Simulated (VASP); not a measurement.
InSb2As3:

```
In Sb As
1.0
     6.22690    0.00000    0.00000
    -3.11345    5.39266    0.00000
     0.00000    0.00000    4.72306
In Sb As
1 2 3
Direct
  0.00000 0.00000 0.50000
  0.33333 0.66667 0.00000
  0.66667 0.33333 0.00000
  0.50000 0.00000 0.50000
  0.00000 0.50000 0.50000
  0.50000 0.50000 0.50000
```

| Property | Result |
| --- | --- |
| Program | VASP 6.6.1 |
| Task | relaxation of cell and atoms |
| Functional | PBE |
| Potentials or basis | VASP PAW PBE potentials, release 64 (In_d, Sb, As) |
| Cutoff | 600 eV |
| k mesh | 3 × 3 × 4 |
| Occupations | gaussian, width 0.1 eV |
| Spin | no spin polarisation |

At the start: pressure 1.8 GPa; volume 26.43 Å³/atom.

**Question.** How do energy, volume and symmetry change on relaxing?

**Answer.** Over 9 steps the energy falls by 130.6 meV/atom and the volume is 28.43 Å³/atom (+7.6 %); space group P6/mmm (No. 191, to 0.05 Å).

Step by step:
```tsv
step	energy change (eV)	largest force (eV/Å)	pressure (GPa)	volume (Å³)
1	0.0000	0.0000	1.78	158.60
2	-0.3175	0.0000	-0.15	165.22
3	-0.3984	0.0000	-1.01	168.91
4	-0.5386	0.0000	-2.05	175.99
5	-0.5284	0.0000	-3.33	188.73
6	-0.6366	0.0000	-2.86	181.06
7	-0.7123	0.0000	0.44	171.08
8	-0.7600	0.0000	-1.08	174.84
9	-0.7833	0.0000	-0.19	170.59
```

Final structure:
```
CELL_PARAMETERS angstrom
6.97813 0.00000 0.00000
-3.48907 6.04324 0.00000
0.00000 0.00000 4.04520
ATOMIC_POSITIONS crystal
In 0.00000 0.00000 0.50000
Sb 0.33333 0.66667 0.00000
Sb 0.66667 0.33333 0.00000
As 0.50000 0.00000 0.50000
As 0.00000 0.50000 0.50000
As 0.50000 0.50000 0.50000
```

Caveat: the k points lie up to 0.39 Å⁻¹ apart in the final cell.
